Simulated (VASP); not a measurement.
Here is a VASP 6.6.1 calculation.

Contents of INCAR:

```
PREC = Accurate ; ENCUT = 520
EDIFF = 1E-7 ; ISMEAR = 0
SIGMA = 0.1 ; LREAL = False
LASPH = True ; NELM = 100
ALGO = Normal ; ISIF = 2
LWAVE = False ; LCHARG = True
GGA = PE ; LELF = True
LVHAR = True ; NBANDS = 14
```

The input KPOINTS:

```
regular mesh
0
Gamma
  18 18 18
```

File POSCAR:

```
B2Cl
1.0
    1.5277479273      0.8820456771      4.3491078795
   -1.5277479273      0.8820456771      4.3491078795
    0.0000000000     -1.7640913541      4.3491078795
B Cl
2 1
Direct
    0.8487975558      0.8487975558      0.8487975558
    0.1512024442      0.1512024442      0.1512024442
    0.0000000000      0.0000000000      0.0000000000
```

Potentials or basis: VASP PAW PBE potentials, release 64 (B, Cl).

Launch:

```bash
$ cat potpaw_PBE.64/B/POTCAR potpaw_PBE.64/Cl/POTCAR > POTCAR
$ mpirun -np 1 vasp_std > vasp.out
```

**Question.** Predict the largest force.

**Answer.** 0.022 eV/Å.

**Question.** What does it give for the pressure?

**Answer.** -0.1 GPa.

Stress tensor (GPa, compression positive):
```
-0.05  0.00  0.00
 0.00 -0.05  0.00
 0.00  0.00 -0.29
```

Caveat: an odd number of electrons without spin polarisation forces a metal; a magnetic or distorted state may lie lower.
